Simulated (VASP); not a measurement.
# NaCl (Fm-3m) in VASP: further runs

NaCl is run at these levels: PBEsol; tasks: vibrations by perturbation theory.

Everything below comes from runs of VASP 6.6.1. Logs are shortened: lines on timing, memory, paths and dates and some standing lists are left out, and cuts for length are marked.

**1. The cell of the first run**

It takes space group Fm-3m (No. 225, cubic). Conventional cell: a = 5.083 Å, b = 5.083 Å, c = 5.083 Å, α = 90.00°, β = 90.00°, γ = 90.00°. Na (site symmetry m-3m) has 6 Cl at 2.54 Å within 3.4 Å. Cl (site symmetry m-3m) has 6 Na at 2.54 Å within 3.4 Å.

**2. Vibrations by perturbation theory, PBEsol**

INCAR

```
PREC = Accurate
ENCUT = 520
EDIFF = 1E-8
ISMEAR = 0
SIGMA = 0.01
LREAL = F
LASPH = T
NELM = 100
ALGO = Normal
ISIF = 2
LWAVE = F
LCHARG = T
GGA = PS
NBANDS = 14
IBRION = 8
NSW = 1
LEPSILON = T
```

KPOINTS

```
Automatic mesh
0
Gamma
  8 8 8
```

POSCAR

```
NaCl
1.0
    0.0000000000      2.5414536008      2.5414536008
    2.5414536008      0.0000000000      2.5414536008
    2.5414536008      2.5414536008      0.0000000000
Na Cl
1 1
Direct
    0.0000000000      0.0000000000      0.0000000000
    0.5000000000      0.5000000000      0.5000000000
```

Potentials or basis: VASP PAW PBE potentials, release 64 (Na_pv, Cl).

The run is started by

```bash
$ cat potpaw_PBE.64/Na_pv/POTCAR potpaw_PBE.64/Cl/POTCAR > POTCAR
$ mpirun -np 1 vasp_std > vasp.out
```

OUTCAR:

```text
PREC = Accurate
   ENCUT = 520
   EDIFF = 1E-8
   ISMEAR = 0
   LREAL = F
   LASPH = T
   NELM = 100
   ISIF = 2
   GGA = PS
   IBRION = 8
   NSW = 1
   LEPSILON = T

 ion  position               nearest neighbor table
   1  0.000  0.000  0.000-   2 2.54   2 2.54   2 2.54   2 2.54   2 2.54   2 2.54
   2  0.500  0.500  0.500-   1 2.54   1 2.54   1 2.54   1 2.54   1 2.54   1 2.54

  LATTYP: Found a face centered cubic cell.
 ALAT       =     5.0829072016

  Lattice vectors:

 A1 = (   0.0000000000,   2.5414536008,   2.5414536008)
 A2 = (   2.5414536008,   0.0000000000,   2.5414536008)
 A3 = (   2.5414536008,   2.5414536008,   0.0000000000)

Analysis of symmetry for initial positions (statically):
=====================================================================
 Subroutine PRICEL returns:
 Original cell was already a primitive cell.

 Routine SETGRP: Setting up the symmetry group for a
 face centered cubic supercell.

 Subroutine GETGRP returns: Found 48 space group operations
 (whereof 48 operations were pure point group operations)
 out of a pool of 48 trial point group operations.

The static configuration has the point symmetry O_h .

Analysis of symmetry for dynamics (positions and initial velocities):
=====================================================================
 Subroutine PRICEL returns:
 Original cell was already a primitive cell.

 Routine SETGRP: Setting up the symmetry group for a
 face centered cubic supercell.

 Subroutine GETGRP returns: Found 48 space group operations
 (whereof 48 operations were pure point group operations)
 out of a pool of 48 trial point group operations.

The dynamic configuration has the point symmetry O_h .

 Subroutine INISYM returns: Found 48 space group operations
 (whereof 48 operations are pure point group operations),
 and found     1 'primitive' translations

----------------------------------------------------------------------------------------

[... 639 lines left out ...]

 MACROSCOPIC STATIC DIELECTRIC TENSOR (including local field effects in DFT)
 ------------------------------------------------------
           2.849793    -0.000000     0.000000
          -0.000000     2.849793     0.000000
           0.000000     0.000000     2.849793
 ------------------------------------------------------

 PIEZOELECTRIC TENSOR (including local field effects)  for field in x, y, z        (e  Angst)
          XX          YY          ZZ          XY          YZ          ZX
  --------------------------------------------------------------------------------
  x     0.00000     0.00000     0.00000     0.00000     0.00000     0.00000
  y     0.00000     0.00000     0.00000     0.00000     0.00000     0.00000
  z     0.00000     0.00000     0.00000     0.00000     0.00000     0.00000

 PIEZOELECTRIC TENSOR (including local field effects)  for field in x, y, z        (C/m^2)
          XX          YY          ZZ          XY          YZ          ZX
  --------------------------------------------------------------------------------
  x     0.00000     0.00000     0.00000     0.00000     0.00000     0.00000
  y     0.00000     0.00000     0.00000     0.00000     0.00000     0.00000
  z     0.00000     0.00000     0.00000     0.00000     0.00000     0.00000

 BORN EFFECTIVE CHARGES (including local field effects) (in |e|, cummulative output)
 ---------------------------------------------------------------------------------
 ion    1
    1     0.98950     0.00000     0.00000
    2     0.00000     0.98950     0.00000
    3     0.00000     0.00000     0.98950
 ion    2
    1    -0.98950     0.00000     0.00000
    2     0.00000    -0.98950     0.00000
    3     0.00000     0.00000    -0.98950

 INTERNAL STRAIN TENSOR FOR ION    2 for displacements in x,y,z  (eV/Angst):
          X           Y           Z          XY          YZ          ZX
  --------------------------------------------------------------------------------
  x     0.00000     0.00000     0.00000     0.00000     0.00000     0.00000
  y     0.00000     0.00000     0.00000     0.00000     0.00000     0.00000
  z     0.00000     0.00000     0.00000     0.00000     0.00000     0.00000

 SECOND DERIVATIVES (NOT SYMMETRIZED)
 ------------------------------------
               1X          1Y          1Z          2X          2Y          2Z
  1X    -4.770804    0.000000    0.000000    4.770804    0.000000    0.000000
  1Y     0.000000   -4.770804    0.000000    0.000000    4.770804    0.000000
  1Z     0.000000    0.000000   -4.770804    0.000000    0.000000    4.770804
  2X     4.790429    0.000000    0.000000   -4.790429    0.000000    0.000000
  2Y     0.000000    4.790429    0.000000    0.000000   -4.790429    0.000000
  2Z     0.000000    0.000000    4.790429    0.000000    0.000000   -4.790429

 Eigenvectors and eigenvalues of the dynamical matrix
 ----------------------------------------------------

   1 f  =    9.150990 THz    57.497369 2PiTHz  305.244184 cm-1    37.845438 meV
             X         Y         Z           dx          dy          dz
      0.000000  0.000000  0.000000    -0.000000    0.778232    0.000000
      2.541454  2.541454  2.541454     0.000000   -0.627977   -0.000000
[... 21 lines left out ...]
   6 f/i=    0.009179 THz     0.057675 2PiTHz    0.306189 cm-1     0.037963 meV
             X         Y         Z           dx          dy          dz
      0.000000  0.000000  0.000000     0.037477    0.007656   -0.626811
      2.541454  2.541454  2.541454     0.046444    0.009487   -0.776787

--------------------------------------------------------------------------------------------------------

 MACROSCOPIC STATIC DIELECTRIC TENSOR IONIC CONTRIBUTION
 ------------------------------------------------------
           1.128848     0.000000     0.000000
           0.000000     1.128848     0.000000
           0.000000     0.000000     1.128848
 ------------------------------------------------------

 ELASTIC MODULI CONTR FROM IONIC RELAXATION (kBar)
 Direction    XX          YY          ZZ          XY          YZ          ZX
 --------------------------------------------------------------------------------
 XX           0.0000      0.0000      0.0000      0.0000      0.0000      0.0000
 YY           0.0000      0.0000      0.0000      0.0000      0.0000      0.0000
 ZZ           0.0000      0.0000      0.0000      0.0000      0.0000      0.0000
 XY           0.0000      0.0000      0.0000      0.0000      0.0000      0.0000
 YZ           0.0000      0.0000      0.0000      0.0000      0.0000      0.0000
 ZX           0.0000      0.0000      0.0000      0.0000      0.0000      0.0000
 --------------------------------------------------------------------------------

 PIEZOELECTRIC TENSOR IONIC CONTR  for field in x, y, z        (C/m^2)
          XX          YY          ZZ          XY          YZ          ZX
  --------------------------------------------------------------------------------
  x     0.00000     0.00000     0.00000     0.00000     0.00000     0.00000
  y     0.00000     0.00000     0.00000     0.00000     0.00000     0.00000
  z     0.00000     0.00000     0.00000     0.00000     0.00000     0.00000
```

OSZICAR:

```text
N       E                     dE             d eps       ncg     rms          rms(c)
DAV:   1     0.103062314054E+03    0.10306E+03   -0.72820E+03   836   0.110E+03
DAV:   2     0.156259784175E+00   -0.10291E+03   -0.94008E+02   902   0.298E+02
DAV:   3    -0.666054208289E+01   -0.68168E+01   -0.67802E+01  1016   0.699E+01
DAV:   4    -0.674964713260E+01   -0.89105E-01   -0.89072E-01   914   0.857E+00
DAV:   5    -0.675131135055E+01   -0.16642E-02   -0.16641E-02  1068   0.119E+00    0.232E+00
[... 165 lines left out ...]
RMM:   8    -0.189977835517E+00    0.53228E-05   -0.79050E-09  3162   0.561E-04    0.230E-04
RMM:   9    -0.189977267999E+00    0.56752E-06   -0.92206E-09  3314   0.149E-04    0.228E-05
RMM:  10    -0.189977028510E+00    0.23949E-06   -0.17742E-08  3468   0.422E-05    0.511E-06
RMM:  11    -0.189977068335E+00   -0.39825E-07    0.39875E-09  3326   0.187E-05    0.235E-06
RMM:  12    -0.189977059769E+00    0.85661E-08    0.10319E-08  3041   0.118E-05    0.280E-07
 Linear response finished
```

Run time: 3.7 min. Hardware: 1 thread of Intel Xeon Platinum 8259CL at 2.50GHz (Skylake/Cascade Lake), shared host; peak memory 0.21 GiB.

What came out:

```
Electronic dielectric tensor (diagonal)                 : 2.85
Born charges (mean of the diagonal)                     : Na +0.99; Cl -0.99 e
Highest phonon frequency at Γ, LO-TO splitting left out : 305 cm⁻¹
```

Phonon frequencies in cm⁻¹ (negative: imaginary):
| q point | frequencies |
| --- | --- |
| (0.000, 0.000, 0.000) | 0 0 0 305 305 305 |

Electronic dielectric tensor:
```
2.85 0.00 0.00
0.00 2.85 0.00
0.00 0.00 2.85
```

Born effective charge tensors (e):
atom 1, Na
```
0.99 0.00 0.00
0.00 0.99 0.00
0.00 0.00 0.99
```
atom 2, Cl
```
-0.99  0.00  0.00
 0.00 -0.99  0.00
 0.00  0.00 -0.99
```

Caveat: the cell wasn't relaxed at this level first, which shifts response properties; the PAW data sets were made with another functional, which shifts forces and pressure a little.

**3. Vibrations by perturbation theory, PBEsol**

This run uses another cell than the first one, of 19.12 Å³/atom, 1.165 times its volume.

INCAR

```
SYSTEM = NaCl
  ALGO = Normal
  EDIFF = 1E-8
  ENCUT = 520
  GGA = PS
  IBRION = 8
  ISIF = 2
  ISMEAR = 0
  LASPH = .TRUE.
  LCHARG = .TRUE.
  LEPSILON = .TRUE.
  LREAL = .FALSE.
  LWAVE = .FALSE.
  NBANDS = 14
  NELM = 60
  NSW = 1
  PREC = Accurate
  SIGMA = 0.01
```

KPOINTS

```
k-points
0
G
  8 8 8
  0 0 0
```

POSCAR

```
NaCl
1.0
    0.0000000000      2.6738580493      2.6738580493
    2.6738580493      0.0000000000      2.6738580493
    2.6738580493      2.6738580493      0.0000000000
Na Cl
1 1
Direct
    0.0000000000      0.0000000000      0.0000000000
    0.5000000000      0.5000000000      0.5000000000
```

Potentials or basis: VASP PAW PBE potentials, release 64 (Na_pv, Cl).

The run is started by

```bash
$ cat potpaw_PBE.64/Na_pv/POTCAR potpaw_PBE.64/Cl/POTCAR > POTCAR
$ mpirun -np 1 vasp_std > vasp.out
```

OUTCAR:

```text
SYSTEM = NaCl
   EDIFF = 1E-8
   ENCUT = 520
   GGA = PS
   IBRION = 8
   ISIF = 2
   ISMEAR = 0
   LASPH = .TRUE.
   LEPSILON = .TRUE.
   LREAL = .FALSE.
   NELM = 60
   NSW = 1
   PREC = Accurate

 ion  position               nearest neighbor table
   1  0.000  0.000  0.000-   2 2.67   2 2.67   2 2.67   2 2.67   2 2.67   2 2.67
   2  0.500  0.500  0.500-   1 2.67   1 2.67   1 2.67   1 2.67   1 2.67   1 2.67

  LATTYP: Found a face centered cubic cell.
 ALAT       =     5.3477160986

  Lattice vectors:

 A1 = (   0.0000000000,   2.6738580493,   2.6738580493)
 A2 = (   2.6738580493,   0.0000000000,   2.6738580493)
 A3 = (   2.6738580493,   2.6738580493,   0.0000000000)

Analysis of symmetry for initial positions (statically):
[... 710 lines left out ...]
  z     0.00000     0.00000     0.00000     0.00000     0.00000     0.00000

 SECOND DERIVATIVES (NOT SYMMETRIZED)
 ------------------------------------
               1X          1Y          1Z          2X          2Y          2Z
  1X    -2.723885    0.000000    0.000000    2.723885    0.000000    0.000000
  1Y     0.000000   -2.723885    0.000000    0.000000    2.723885    0.000000
  1Z     0.000000    0.000000   -2.723885    0.000000    0.000000    2.723885
  2X     2.707185    0.000000    0.000000   -2.707185    0.000000    0.000000
  2Y     0.000000    2.707185    0.000000    0.000000   -2.707185    0.000000
  2Z     0.000000    0.000000    2.707185    0.000000    0.000000   -2.707185

 Eigenvectors and eigenvalues of the dynamical matrix
 ----------------------------------------------------

   1 f  =    6.900675 THz    43.358217 2PiTHz  230.181728 cm-1    28.538884 meV
             X         Y         Z           dx          dy          dz
      0.000000  0.000000  0.000000     0.000000    0.779802    0.000000
      2.673858  2.673858  2.673858     0.000000   -0.626026    0.000000
[... 21 lines left out ...]
   6 f/i=    0.010358 THz     0.065083 2PiTHz    0.345517 cm-1     0.042839 meV
             X         Y         Z           dx          dy          dz
      0.000000  0.000000  0.000000     0.000000    0.000000   -0.626026
      2.673858  2.673858  2.673858     0.000000    0.000000   -0.779802

--------------------------------------------------------------------------------------------------------

 MACROSCOPIC STATIC DIELECTRIC TENSOR IONIC CONTRIBUTION
 ------------------------------------------------------
           1.910927     0.000000     0.000000
           0.000000     1.910927    -0.000000
           0.000000    -0.000000     1.910927
 ------------------------------------------------------

 ELASTIC MODULI CONTR FROM IONIC RELAXATION (kBar)
 Direction    XX          YY          ZZ          XY          YZ          ZX
 --------------------------------------------------------------------------------
 XX           0.0000      0.0000      0.0000      0.0000      0.0000      0.0000
 YY           0.0000      0.0000      0.0000      0.0000      0.0000      0.0000
 ZZ           0.0000      0.0000      0.0000      0.0000      0.0000      0.0000
 XY           0.0000      0.0000      0.0000      0.0000      0.0000      0.0000
 YZ           0.0000      0.0000      0.0000      0.0000      0.0000      0.0000
 ZX           0.0000      0.0000      0.0000      0.0000      0.0000      0.0000
 --------------------------------------------------------------------------------

 PIEZOELECTRIC TENSOR IONIC CONTR  for field in x, y, z        (C/m^2)
          XX          YY          ZZ          XY          YZ          ZX
  --------------------------------------------------------------------------------
  x     0.00000     0.00000     0.00000     0.00000     0.00000     0.00000
  y     0.00000     0.00000     0.00000     0.00000     0.00000     0.00000
  z     0.00000     0.00000     0.00000     0.00000     0.00000     0.00000
```

stdout:

```text
POSCAR found type information on POSCAR NaCl
 POSCAR found :  2 types and       2 ions
 scaLAPACK will be used
 -----------------------------------------------------------------------------
|                                                                             |
|                                                                             |
|     You enforced a specific xc type in the INCAR file but a different       |
[... 39 lines left out ...]
 force on displaced ion       1 direction 1 :  -2.724   0.000   0.000
 Born effective charge ion    1 direction 1 :   1.047   0.000   0.000
 Linear response progress:
 first order change of Fermi-energy   0.23568E-04
 force on displaced ion       2 direction 1 :  -2.707   0.000   0.000
 Born effective charge ion    2 direction 1 :  -1.047   0.000   0.000
 Born effective charges drift removed
 Linear response finished
```

Run time: 2.2 min. Hardware: 1 thread of Intel Xeon 6975P-C (Granite Rapids), shared host; peak memory 0.22 GiB.

What came out:

* Electronic dielectric tensor (diagonal): 2.69
* Born charges (mean of the diagonal): Na +1.05; Cl -1.05 e
* Highest phonon frequency at Γ, LO-TO splitting left out: 230 cm⁻¹

Phonon frequencies in cm⁻¹ (negative: imaginary):
```tsv
q point	frequencies
(0.000, 0.000, 0.000)	0 0 0 230 230 230
```

Electronic dielectric tensor:
```
2.69 0.00 0.00
0.00 2.69 0.00
0.00 0.00 2.69
```

Born effective charge tensors (e):
atom 1, Na
```
1.05 0.00 0.00
0.00 1.05 0.00
0.00 0.00 1.05
```
atom 2, Cl
```
-1.05  0.00  0.00
 0.00 -1.05  0.00
 0.00  0.00 -1.05
```

Caveat: the cell wasn't relaxed at this level first, which shifts response properties; the PAW data sets were made with another functional, which shifts forces and pressure a little.

[end of part 1 of 2]
